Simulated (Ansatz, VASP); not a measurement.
# NbAl2C2 in VASP and in Ansatz

INCAR

```
PREC = Accurate
ENCUT = 520
EDIFF = 1E-7
ISMEAR = 0
SIGMA = 0.1
LREAL = False
LASPH = True
NELM = 60
ALGO = Normal
ISIF = 2
LWAVE = False
LCHARG = False
GGA = PE
NBANDS = 22
```

KPOINTS

```
regular mesh
0
Gamma
  6 6 2
```

The input POSCAR:

```
NbAl2C2
1.0
    3.2952544000      0.0000000000      0.0000000000
   -1.6476272000      2.8537740200      0.0000000000
    0.0000000000      0.0000000000      8.0633918300
Al Nb C
2 1 2
Direct
    0.6666666700      0.3333333300      0.7286395900
    0.6666666700      0.3333333300      0.2713604100
    0.0000000000      0.0000000000      0.0000000000
    0.0000000000      0.0000000000      0.5000000000
    0.3333333300      0.6666666700      0.5000000000
```

Input for Ansatz:

```yaml
crystal:
  lattice:
    - [3.2952544, 0.0, 0.0]
    - [-1.6476272, 2.85377402, 0.0]
    - [0.0, 0.0, 8.06339183]
  atoms:
    - { symbol: Al, position: [0.66666667, 0.33333333, 0.72863959] }
    - { symbol: Al, position: [0.66666667, 0.33333333, 0.27136041] }
    - { symbol: Nb, position: [0.0, 0.0, 0.0] }
    - { symbol: C, position: [0.0, 0.0, 0.5] }
    - { symbol: C, position: [0.33333333, 0.66666667, 0.5] }
basis:
  ecutwfc: 420
kpoints:
  mp_grid: { grid: [6, 6, 2] }
hamiltonian:
  xc: pbe
scf:
  occupations: { method: gaussian, width: 0.1 }
  lower_state_search: "off"
output:
  forces: true
  stress: true
  eigenvalues: true
```

Alike in both runs: task single point; functional PBE; k mesh 6 × 6 × 2; occupations gaussian, width 0.1 eV; no spin polarisation.

|  | VASP | Ansatz |
| --- | --- | --- |
| version | VASP 6.6.1 | Ansatz 0.2.0 |
| potentials or method | VASP PAW PBE potentials, release 64 (Al, Nb_sv, C), cutoff 520 eV | scalar-relativistic, plane waves, PAW |
| valence electrons in the cell | 27 | 27 |

VASP gave:

- gap on the k mesh at the Fermi level (eV): none
- pressure (GPa): -21.1
- traceless stress, the component that is largest in VASP (GPa): 15.30
- rms of the force components (eV/Å): 0.079

Task: Which values does Ansatz return?

Result: gap on the k mesh at the Fermi level (eV): none; pressure (GPa): -21.1; traceless stress, the component that is largest in VASP (GPa): 15.33; rms of the force components (eV/Å): 0.078.

Atom by atom the forces differ by 0.000 eV/Å (rms over components). A gap of «none» marks a metal or a gap that the smearing closes.

The k mesh is coarse, so the values compare programs but aren't converged.
